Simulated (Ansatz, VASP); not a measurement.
# Al2Cu in VASP and in Ansatz

```
CELL_PARAMETERS angstrom
3.22842 0.00000 0.00000
-1.61421 2.79589 0.00000
0.00000 0.00000 4.75234
ATOMIC_POSITIONS crystal
Al 0.33333 0.66667 0.80021
Al 0.66667 0.33333 0.19980
Cu 0.00000 0.00000 0.50000
```

Alike in both runs: task relaxation of cell and atoms; functional PBE; k mesh 7 × 7 × 4; occupations gaussian, width 0.2 eV; no spin polarisation.

```csv
,VASP,Ansatz
version,VASP 6.6.1,Ansatz 0.2.0
potentials or method,"VASP PAW PBE potentials, release 64 (Al, Cu_sv_GW), cutoff 820 eV","scalar-relativistic, plane waves, PAW"
valence electrons in the cell,25,25
```

Ansatz gave:

| Property | Result |
| --- | --- |
| gap on the k mesh at the Fermi level, each at its own relaxed structure (eV) | none |
| relaxed volume (Å³/atom) | 14.81 |
| relaxed length of the cell vector where the two differ most in proportion (Å) | 6.144 |

**Question.** What did VASP give for the same quantities?

**Answer.** gap on the k mesh at the Fermi level, each at its own relaxed structure (eV): none; relaxed volume (Å³/atom): 14.64; relaxed length of the cell vector where the two differ most in proportion (Å): 6.115.

A gap of «none» marks a metal or a gap that the smearing closes.
